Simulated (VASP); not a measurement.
# B (P6_3/mmc) in VASP: relaxation of cell and atoms with r2SCAN

Aim: the relaxation of cell and atoms of B with r2SCAN.

Program: VASP 6.6.1. These are calculated values, not measurements. Logs are shortened: lines on timing, memory, paths and dates and some standing lists are left out, and cuts for length are marked.

## (1) The cell of the first run

Symmetry: P6_3/mmc, No. 194, hexagonal system. Conventional cell: a = 2.090 Å, b = 2.090 Å, c = 6.239 Å, α = 90.00°, β = 90.00°, γ = 120.00°. B (site symmetry -3m) has 12 B at 1.97 to 2.09 Å within 2.6 Å. Within 2.6 Å of B (site symmetry -6m2) lie 12 B at 1.97 to 2.09 Å.

This isn't the form of B at room conditions, which is rhombohedral.

## (2) Relaxation of cell and atoms, r2SCAN

The input, POSCAR:

```
B
1.0
    2.0902760376      0.0000000000      0.0000000000
   -1.0451380188      1.8102321495      0.0000000000
    0.0000000000      0.0000000000      6.2392797673
B
4
Direct
    0.0000000000      0.0000000000      0.0000000000
    0.0000000000      0.0000000000      0.5000000000
    0.3333333333      0.6666666667      0.7500000000
    0.6666666667      0.3333333333      0.2500000000
```

The input, INCAR.step1:

```
SYSTEM = B
PREC = Accurate ; ENCUT = 600
ISMEAR = 0 ; SIGMA = 0.1
LREAL = .False. ; LASPH = .True.
NELM = 80 ; GGA = PE
ALGO = Normal ; EDIFF = 1E-4
LWAVE = .True. ; LCHARG = .False.
```

The input, INCAR.step2:

```
SYSTEM = B
PREC = Accurate ; ENCUT = 600
EDIFF = 1E-6 ; ISMEAR = 0
SIGMA = 0.1 ; LREAL = .False.
LASPH = .True. ; NELM = 80
ALGO = Normal ; ISIF = 3
LWAVE = .False. ; LCHARG = .False.
METAGGA = R2SCAN ; LMIXTAU = .True.
IBRION = 2 ; NSW = 100
EDIFFG = -0.01 ; ISTART = 1
```

The input, KPOINTS:

```
regular mesh
0
Gamma
  24 24 8
  0 0 0
```

Potentials or basis: VASP PAW PBE potentials, release 64 (B).

The run is started by

```sh
cat potpaw_PBE.64/B/POTCAR > POTCAR
cp INCAR.step1 INCAR
mpirun -np 1 vasp_std > vasp.out
cp INCAR.step2 INCAR
mpirun -np 1 vasp_std > vasp.out
```

OUTCAR:

```text
SYSTEM = B
   PREC = Accurate
   ENCUT = 600
   EDIFF = 1E-6
   ISMEAR = 0
   LREAL = .False.
   LASPH = .True.
   NELM = 80
   ISIF = 3
   METAGGA = R2SCAN
   IBRION = 2
   NSW = 100
   EDIFFG = -0.01
   ISTART = 1

 ion  position               nearest neighbor table
   1  0.000  0.000  0.000-   3 1.97   4 1.97   4 1.97   3 1.97   4 1.97   3 1.97
   2  0.000  0.000  0.500-   3 1.97   4 1.97   4 1.97   3 1.97   4 1.97   3 1.97
   3  0.333  0.667  0.750-   1 1.97   2 1.97   1 1.97   2 1.97   1 1.97   2 1.97
   4  0.667  0.333  0.250-   1 1.97   2 1.97   1 1.97   2 1.97   1 1.97   2 1.97

  LATTYP: Found a hexagonal cell.
 ALAT       =     2.0902760376
 C/A-ratio  =     2.9849070912

  Lattice vectors:

 A1 = (   2.0902760376,   0.0000000000,   0.0000000000)
 A2 = (  -1.0451380188,   1.8102321495,   0.0000000000)
 A3 = (   0.0000000000,   0.0000000000,   6.2392797673)

Analysis of symmetry for initial positions (statically):
=====================================================================
 Subroutine PRICEL returns:
 Original cell was already a primitive cell.

 Routine SETGRP: Setting up the symmetry group for a
 hexagonal supercell.

 Subroutine GETGRP returns: Found 24 space group operations
 (whereof 12 operations were pure point group operations)
 out of a pool of 24 trial point group operations.

The static configuration has the point symmetry D_3d.
 The point group associated with its full space group is D_6h.

Analysis of symmetry for dynamics (positions and initial velocities):
=====================================================================
 Subroutine PRICEL returns:
 Original cell was already a primitive cell.

 Routine SETGRP: Setting up the symmetry group for a
 hexagonal supercell.

 Subroutine GETGRP returns: Found 24 space group operations
 (whereof 12 operations were pure point group operations)
 out of a pool of 24 trial point group operations.

The dynamic configuration has the point symmetry D_3d.
 The point group associated with its full space group is D_6h.

 Subroutine INISYM returns: Found 24 space group operations
 (whereof 12 operations are pure point group operations),
 and found     1 'primitive' translations

----------------------------------------------------------------------------------------

                                     Primitive cell

  volume of cell :      23.6087

  direct lattice vectors                    reciprocal lattice vectors
     2.090276038  0.000000000  0.000000000     0.478405714  0.276207668  0.000000000
    -1.045138019  1.810232149  0.000000000     0.000000000  0.552415335  0.000000000
     0.000000000  0.000000000  6.239279767     0.000000000  0.000000000  0.160274909

  length of vectors
     2.090276038  2.090276038  6.239279767     0.552415335  0.552415335  0.160274909

  position of ions in fractional coordinates (direct lattice)
     0.000000000  0.000000000  0.000000000
     0.000000000  0.000000000  0.500000000
     0.333333333  0.666666667  0.750000000
     0.666666667  0.333333333  0.250000000

  ion indices of the primitive-cell ions
   primitive index   ion index
                 1           1
                 2           2
                 3           3
                 4           4

----------------------------------------------------------------------------------------

 KPOINTS: regular mesh

Automatic generation of k-mesh.
 Grid dimensions read from file:
 generate k-points for:   24   24    8

 Generating k-lattice:

  Cartesian coordinates                     Fractional coordinates (reciprocal lattice)
     0.019933571  0.011508653  0.000000000     0.041666667 -0.000000000  0.000000000
     0.000000000  0.023017306  0.000000000     0.000000000  0.041666667  0.000000000
     0.000000000  0.000000000  0.020034364     0.000000000  0.000000000  0.125000000

  Length of vectors
     0.023017306  0.023017306  0.020034364

  Shift w.r.t. Gamma in fractional coordinates (k-lattice)
     0.000000000  0.000000000  0.000000000

 Subroutine IBZKPT returns following result:
 ===========================================

 Found    305 irreducible k-points:

 Following reciprocal coordinates:
            Coordinates               Weight
  0.000000  0.000000  0.000000      1.000000
  0.041667  0.000000  0.000000      6.000000
  0.083333  0.000000  0.000000      6.000000
  0.125000  0.000000  0.000000      6.000000
  0.166667  0.000000  0.000000      6.000000
  0.208333 -0.000000  0.000000      6.000000
[... 16 lines left out ...]
  0.416667  0.041667  0.000000     12.000000
  0.458333  0.041667  0.000000     12.000000
 [... further k-points ...]
   k-points           NKPTS =    305   k-points in BZ     NKDIM =    305   number of bands    NBANDS=     10
   number of dos      NEDOS =    301   number of ions     NIONS =      4
   total plane-waves  NPLWV =  16200
   dimension x,y,z NGX =    18 NGY =   18 NGZ =   50
   dimension x,y,z NGXF=    36 NGYF=   36 NGZF=  100
   ions per type =               4
   NGX,Y,Z   is equivalent  to a cutoff of  14.32, 14.32, 13.32 a.u.
   NGXF,Y,Z  is equivalent  to a cutoff of  28.63, 28.63, 26.65 a.u.
 SYSTEM =  B
   PREC   = accura    normal or accurate (medium, high low for compatibility)
   ISTART =      1    job   : 0-new  1-cont  2-samecut
   ICHARG =      0    charge: 1-file 2-atom 10-const
   ISPIN  =      1    spin polarized calculation?
   LNONCOLLINEAR =      F non collinear calculations
   LSORBIT =      F    spin-orbit coupling
   LASPH  =      T    aspherical Exc in radial PAW
   ENCUT  =  600.0 eV  44.10 Ry    6.64 a.u.   4.17  4.17 12.46*2*pi/ulx,y,z
   NELM   =     80;   NELMIN=  2; NELMDL=  0     # of ELM steps
   EDIFF  = 0.1E-05   stopping-criterion for ELM
   LREAL  =      F    real-space projection
   EDIFFG = -.1E-01   stopping-criterion for IOM
   NSW    =    100    number of steps for IOM
   IBRION =      2    ionic relax: 0-MD 1-quasi-New 2-CG
   NFREE  =      1    steps in history (QN), initial steepest desc. (CG)
   ISIF   =      3    stress and relaxation
   ISYM   =      2    0-nonsym 1-usesym 2-fastsym
   POTIM  = 0.5000    time-step for ionic-motion
   TEBEG  =    0.0;   TEEND  =   0.0 temperature during run
   PSTRESS=    0.0 pullay stress
   NELECT =      12.0000    total number of electrons
   NUPDOWN=      -1.0000    fix difference up-down
   EMIN   =  10.00;   EMAX   =-10.00  energy-range for DOS
   EFERMI =   0.00;   METHOD = LEGACY
   ISMEAR =     0;   SIGMA  =   0.10  broadening in eV -4-tet -1-fermi 0-gaus
   EFERMI_NEDOS =   21; number of points for ismear=-14 and -15
   IALGO  =     38    algorithm
   IMIX   =      4    mixing-type and parameters
     AMIX     =   0.40;   BMIX     =  1.00
     AMIX_MAG =   1.60;   BMIX_MAG =  1.00
  volume/ion in A,a.u.               =       5.90        39.83
  Fermi-wavevector in a.u.,A,eV,Ry     =   1.306505  2.468937 23.224542  1.706956
  Thomas-Fermi vector in A             =   2.437303
   LORBIT       =      0    0 simple, 1 ext, 2 COOP (PROOUT), +10 PAW based schemes
   METAGGA = R2SCAN    functional components
   LHFCALC =     F    Hartree Fock is set to
   AEXX    =    0.0000 exact exchange contribution
   IVDW    =     0    specifies the selected vdW correction
   LEPSILON=     F    determine dielectric tensor
   LRPA    =     F    only Hartree local field effects (RPA)
 conjugate gradient relaxation of ions
 non-spin polarized calculation
 Gauss-broadening in eV      SIGMA  =   0.10
  energy-cutoff  :      600.00
  volume of cell :       23.61
 maximum number of plane-waves:       806
 NGX is ok and might be reduce to    18
   NGX =  9   NGY =  9   NGZ = 25

--------------------------------------- Ionic step        1  -------------------------------------------

 number of electron      12.0000000 magnetization

 Free energy of the ion-electron system (eV)
  ---------------------------------------------------
  ext. energy  EPLUGINS =         0.00000000
  ---------------------------------------------------
  free energy    TOTEN  =       -23.11438679 eV

  energy without entropy =      -23.11039136  energy(sigma->0) =      -23.11238907

------------------------ aborting loop because EDIFF is reached ----------------------------------------

  FORCE on cell =-STRESS in cart. coord.  units (eV):
  Direction    XX          YY          ZZ          XY          YZ          ZX
  --------------------------------------------------------------------------------------
  -------------------------------------------------------------------------------------
  Total        0.3672533      0.3672533     -0.5041274     -0.0000000      0.0000000      0.0000000
  in kB       24.9232052     24.9232052    -34.2120020     -0.0000000      0.0000000      0.0000000
  external PRESSURE =       5.2114695 kB  Pullay stress =       0.0000000 kB
[... 95 lines left out ...]
  FREE ENERGIE OF THE ION-ELECTRON SYSTEM (eV)
  ---------------------------------------------------
  free  energy   TOTEN  =       -23.1497594160 eV

  energy  without entropy=      -23.1455128888  energy(sigma->0) =      -23.14763615

 E-fermi :  10.1909     XC(G=0): -13.9853

 val. band max:       10.1883168939   @ k =   0.1250   0.0833   0.1250
 cond. band min:      10.1973901621   @ k =   0.4167   0.1250   0.0000
 fundamental gap:      0.0090732682
 Fermi energy:        10.1908763338

 k-point     1 :       0.0000    0.0000    0.0000
  band No.  band energies     occupation
      1      -9.8281      2.00000
      2      -6.1659      2.00000
      3      -6.1311      2.00000
      4       2.2382      2.00000
      5       9.3465      2.00000
      6      19.9611      0.00000
      7      19.9611      0.00000
      8      21.9682      0.00000
      9      23.4653      0.00000
     10      23.7456      0.00000
[... 287 lines left out ...]
 k-point    24 :       0.4583    0.0417    0.0000
  band No.  band energies     occupation
      1      -1.5864      2.00000
      2      -0.1725      2.00000
      3       1.0606      2.00000
      4       1.2933      2.00000
      5       5.0849      2.00000
      6       5.5196      2.00000
      7      11.2873      0.00000
      8      12.8780      0.00000
      9      14.3122      0.00000
     10      15.8055      0.00000

 [... further k-points ...]

[... ionic steps 4 to 14 ...]

--------------------------------------- Ionic step       15  -------------------------------------------

 number of electron      12.0000001 magnetization

------------------------ aborting loop because EDIFF is reached ----------------------------------------
[... 71 lines left out ...]
--------------------------------------- Ionic step       17  -------------------------------------------

 number of electron      12.0000001 magnetization

 Free energy of the ion-electron system (eV)
  ---------------------------------------------------
  ext. energy  EPLUGINS =         0.00000000
  ---------------------------------------------------
  free energy    TOTEN  =       -23.70898556 eV

  energy without entropy =      -23.70450338  energy(sigma->0) =      -23.70674447

 E-fermi :   9.0039     XC(G=0): -13.6243

 val. band max:        8.9820718064   @ k =   0.4583   0.0833   0.0000
 cond. band min:       9.0084791757   @ k =   0.2500   0.1667   0.1250
 fundamental gap:      0.0264073693
 Fermi energy:         9.0038753912

 k-point     1 :       0.0000    0.0000    0.0000
  band No.  band energies     occupation
      1      -9.8054      2.00000
      2      -5.5699      2.00000
      3      -5.5441      2.00000
      4       4.0340      2.00000
      5      12.5017      0.00000
      6      16.1255      0.00000
      7      16.1255      0.00000
      8      18.4483      0.00000
      9      18.4483      0.00000
     10      19.1359      0.00000
[... 330 lines left out ...]
  FREE ENERGIE OF THE ION-ELECTRON SYSTEM (eV)
  ---------------------------------------------------
  free  energy   TOTEN  =       -23.7089855581 eV

  energy  without entropy=      -23.7045033778  energy(sigma->0) =      -23.70674447

 reached required accuracy - stopping structural energy minimisation
```

It took 21 min on 1 thread of Intel Xeon 6975P-C (Granite Rapids), shared host; peak memory 0.21 GiB.

What came out:

* Free energy: -23.7090 eV
* Relaxed volume: 6.41 Å³/atom
* Relaxed cell: a = 2.329 Å, b = 2.329 Å, c = 5.459 Å, α = 90.00°, β = 90.00°, γ = 120.00°
* Space group after relaxing (to 0.1 Å): P6_3/mmc (No. 194)
* Energy gained by relaxing: 148.6 meV/atom
* Ionic steps: 17
* Pressure after relaxing: 0.1 GPa
* Band gap on the k mesh: zero (bands 6 and 7 overlap by 11.15 eV)

The path:
```tsv
step	energy change (eV)	largest force (eV/Å)	pressure (GPa)	volume (Å³)
1	0.0000	0.0000	0.52	23.61
2	-0.0083	0.0000	0.09	23.67
3	-0.0354	0.0000	0.05	23.86
4	-0.1558	0.0000	1.57	24.18
5	-0.5661	0.0000	9.53	24.63
6	-0.5684	0.0000	9.20	24.70
7	-0.5702	0.0000	8.44	24.86
8	-0.5737	0.0000	7.77	24.92
9	-0.5825	0.0000	5.78	25.10
10	-0.5928	0.0000	2.03	25.46
11	-0.5857	0.0000	-4.89	26.21
12	-0.5944	0.0000	-0.20	25.69
13	-0.5944	0.0000	-0.02	25.68
14	-0.5945	0.0000	0.00	25.67
15	-0.5946	0.0000	0.06	25.65
16	-0.5945	0.0000	0.14	25.61
17	-0.5946	0.0000	0.10	25.64
```

Final structure:
```
CELL_PARAMETERS angstrom
2.32862 0.00000 0.00000
-1.16431 2.01664 0.00000
0.00000 0.00000 5.45935
ATOMIC_POSITIONS crystal
B 0.00000 0.00000 0.00000
B 0.00000 0.00000 0.50000
B 0.33333 0.66667 0.75000
B 0.66667 0.33333 0.25000
```

Levels at points of the mesh, in eV from the Fermi level:
```tsv
k point	band 4	band 5	band 6	band 7	band 8	band 9
(0.00, 0.00, 0.00)	-4.97	3.50	7.12	7.12	9.44	9.44
(0.50, 0.00, 0.00)	-8.10	-4.98	-4.23	1.29	2.88	5.29
(0.00, 0.00, 0.50)	-9.45	7.88	7.88	7.88	7.88	9.70
(0.50, 0.00, 0.50)	-9.59	-2.44	-2.44	0.99	0.99	2.49
```

Caveat: the PAW data sets were made with another functional, which shifts forces and pressure a little.

The gap in the log of VASP goes by the Fermi energy; the results here count the filled bands.